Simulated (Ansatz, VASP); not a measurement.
**Two plane-wave programs on SiPdRu5**

```
Si Ru Pd
1.0
     0.00000    5.18774    5.18774
     5.18774    0.00000    5.18774
     5.18774    5.18774    0.00000
Si Ru Pd
1 5 1
Direct
  0.50000 0.50000 0.50000
  0.38082 0.38082 0.38082
  0.38082 0.38082 0.85755
  0.38082 0.85755 0.38082
  0.85755 0.38082 0.38082
  0.00000 0.00000 0.00000
  0.25000 0.25000 0.25000
```

Alike in both runs: functional PBE; k mesh 4 × 4 × 4; occupations gaussian, width 0.2 eV; no spin polarisation.

Ansatz relaxed the structure, and its values are those at the end. VASP's run is a single point on that final structure, the one shown.

|  | VASP | Ansatz |
| --- | --- | --- |
| version | VASP 6.6.1 | Ansatz 0.2.0 |
| potentials or method | VASP PAW PBE potentials, release 64 (Si, Ru_pv, Pd), cutoff 500 eV | scalar-relativistic, plane waves, PAW |
| valence electrons in the cell | 84 | 102 |

Ansatz gave:

- pressure (GPa): 0.5
- rms of the force components (eV/Å): 0.023

Which values does VASP return?

Pressure (GPa): 0.5; rms of the force components (eV/Å): 0.003.

VASP's potentials hold 84 valence electrons a cell and Ansatz's 102, so a difference there can come from the potentials and not from the codes.
